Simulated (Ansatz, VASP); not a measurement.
## Al: VASP beside Ansatz

```
Al
1.0
     2.74524    0.00000    0.00000
    -1.37262    2.37745    0.00000
     0.00000    0.00000    2.56509
Al
1
Direct
  0.00000 0.00000 0.00000
```

Alike in both runs: task relaxation of cell and atoms; functional PBE; k mesh 9 × 9 × 6; occupations gaussian, width 0.1 eV; no spin polarisation.

|  | VASP | Ansatz |
| --- | --- | --- |
| version | VASP 6.6.1 | Ansatz 0.2.0 |
| potentials or method | VASP PAW PBE potentials, release 64 (Al), cutoff 600 eV | scalar-relativistic, plane waves, PAW |
| valence electrons in the cell | 3 | 3 |

VASP gave:

| Item | Value |
| --- | --- |
| gap on the k mesh at the Fermi level, each at its own relaxed structure (eV) | none |
| relaxed volume (Å³/atom) | 18.71 |
| relaxed cell length with the largest relative difference (Å) | 2.791 |

Problem. Estimate Ansatz's values.

Solution. gap on the k mesh at the Fermi level, each at its own relaxed structure (eV): none; relaxed volume (Å³/atom): 18.68; relaxed cell length with the largest relative difference (Å): 2.787.

A gap of «none» marks a metal or a gap that the smearing closes.

The k mesh is coarse, so the values compare programs but aren't converged.
